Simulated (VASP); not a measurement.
Ba, 1 atom in the cell. The structure is cubic, space group Fm-3m (No. 225). Conventional cell: a = 6.407 Å, b = 6.407 Å, c = 6.407 Å, α = 90.00°, β = 90.00°, γ = 90.00°. This isn't the form of Ba at room conditions, which is bcc.

* Program: VASP 6.6.1
* Task: single point
* Functional: PBE
* Potentials or basis: VASP PAW PBE potentials, release 64 (Ba_sv)
* Cutoff: 520 eV
* k mesh: 12 × 12 × 12
* Occupations: gaussian, width 0.1 eV
* Spin: no spin polarisation
* Dipole correction: no
* Further INCAR settings: ALGO = Fast; EDIFF = 1e-07; NBANDS = 11

Potentials or basis: VASP PAW PBE potentials, release 64 (Ba_sv).

Run with:

```bash
$ cat potpaw_PBE.64/Ba_sv/POTCAR > POTCAR
$ mpirun -np 1 vasp_std > vasp.out
```

Hardware: 1 thread of Intel(R) Xeon(R) 6975P-C (Granite Rapids), on a shared host.

Problem. Estimate the wall time of this run.

Solution. Run time: 22 s on 1 thread of Intel(R) Xeon(R) 6975P-C (Granite Rapids), on a shared host, peak memory 0.23 GiB. Counts: scf iterations 13, k points 72.
